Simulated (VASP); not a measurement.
Here is a VASP 6.6.1 calculation.

INCAR

```
SYSTEM = CaF2
  ALGO = Normal
  EDIFF = 1E-6
  ENCUT = 600
  GGA = PE
  GGA_COMPAT = .FALSE.
  ISIF = 2
  ISMEAR = 0
  LASPH = .TRUE.
  LCHARG = .FALSE.
  LREAL = .FALSE.
  LWAVE = .FALSE.
  NBANDS = 19
  NELM = 120
  PREC = Accurate
  SIGMA = 0.02
```

Contents of KPOINTS:

```
k-points
0
G
  8 8 8
  0 0 0
```

The input POSCAR:

```
CaF2
1.0
    0.0000000000      2.7826624218      2.7826624218
    2.7826624218      0.0000000000      2.7826624218
    2.7826624218      2.7826624218      0.0000000000
Ca F
1 2
Direct
    0.0000000000      0.0000000000      0.0000000000
    0.7500000000      0.7500000000      0.7500000000
    0.2500000000      0.2500000000      0.2500000000
```

Potentials or basis: VASP PAW PBE potentials, release 64 (Ca_sv, F).

The run is started by

```console
$ cat potpaw_PBE.64/Ca_sv/POTCAR potpaw_PBE.64/F/POTCAR > POTCAR
$ mpirun -np 1 vasp_std > vasp.out
```

(1) Estimate the pressure.

(2) What does it give for the band gap on the k mesh?

Results:

(1) -2.0 GPa.

(2) 6.95 eV (least direct gap 7.20 eV).
